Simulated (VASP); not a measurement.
The system is CdC2.

```
CELL_PARAMETERS angstrom
-1.78333 1.78333 2.95219
1.78333 -1.78333 2.95219
1.78333 1.78333 -2.95219
ATOMIC_POSITIONS crystal
Cd 0.00000 0.00000 0.00000
C 0.59789 0.59789 0.00000
C 0.40211 0.40211 0.00000
```

```yaml
Program: VASP 6.6.1
Task: relaxation of cell and atoms
Functional: LDA
Potentials_or_basis: VASP PAW LDA potentials, release 64 (Cd, C)
Cutoff: 600 eV
k_mesh: 8 × 8 × 8
Occupations: gaussian, width 0.1 eV
Spin: no spin polarisation
```

At the start: pressure 19.2 GPa; volume 12.52 Å³/atom.

Task: How do energy, volume and symmetry change on relaxing?

Result: Over 24 steps the energy falls by 308.8 meV/atom and the volume is 14.83 Å³/atom (+18.4 %); space group I4/mmm (No. 139, to 0.05 Å).

Step by step:
```tsv
step	energy change (eV)	largest force (eV/Å)	pressure (GPa)	volume (Å³)
1	0.0000	11.0594	19.17	37.55
2	5.9824	1.1100	-14.78	46.10
3	5.7764	1.3469	-15.53	45.10
4	5.4479	2.3270	-16.70	44.01
5	2.8668	8.2565	-18.39	40.72
6	0.7039	8.5149	-14.10	39.12
7	-0.1862	5.6400	-7.37	38.34
8	-0.4526	2.8624	-1.90	37.94
9	-0.5147	1.0051	1.52	37.75
10	-0.5236	0.0448	3.40	37.65
11	-0.5236	0.1188	3.53	37.65
12	-0.6617	0.1773	1.47	38.94
13	-0.9097	0.1199	2.31	42.61
14	-0.9079	0.0301	3.95	43.46
15	-0.9131	0.0515	3.16	43.09
16	-0.8512	2.7827	-6.61	46.17
17	-0.9200	0.7153	0.52	43.81
18	-0.9177	0.8712	-0.78	45.28
19	-0.9254	0.0046	-0.13	44.47
20	-0.9259	0.1719	0.43	44.45
21	-0.9259	0.1804	0.45	44.44
22	-0.9261	0.0888	0.46	44.46
23	-0.9263	0.0597	0.47	44.48
24	-0.9263	0.0402	0.46	44.48
```

Final structure:
```cif
data_structure
_symmetry_space_group_name_H-M 'P 1'
_symmetry_Int_Tables_number 1
_cell_length_a 3.9439
_cell_length_b 3.9439
_cell_length_c 3.9439
_cell_angle_alpha 118.206
_cell_angle_beta 118.206
_cell_angle_gamma 93.136
_cell_volume 44.48
loop_
_atom_site_label
_atom_site_type_symbol
_atom_site_fract_x
_atom_site_fract_y
_atom_site_fract_z
_atom_site_occupancy
Cd1 Cd 0.00000 0.00000 0.00000 1
C1 C 0.61433 0.61433 0.00000 1
C2 C 0.38567 0.38567 0.00000 1
```

Caveat: the volume moved by over 15 % at a fixed basis, so the end points are rough; the relaxation stopped at a loose force limit of 0.05 eV/Å, so its end isn't a converged minimum.
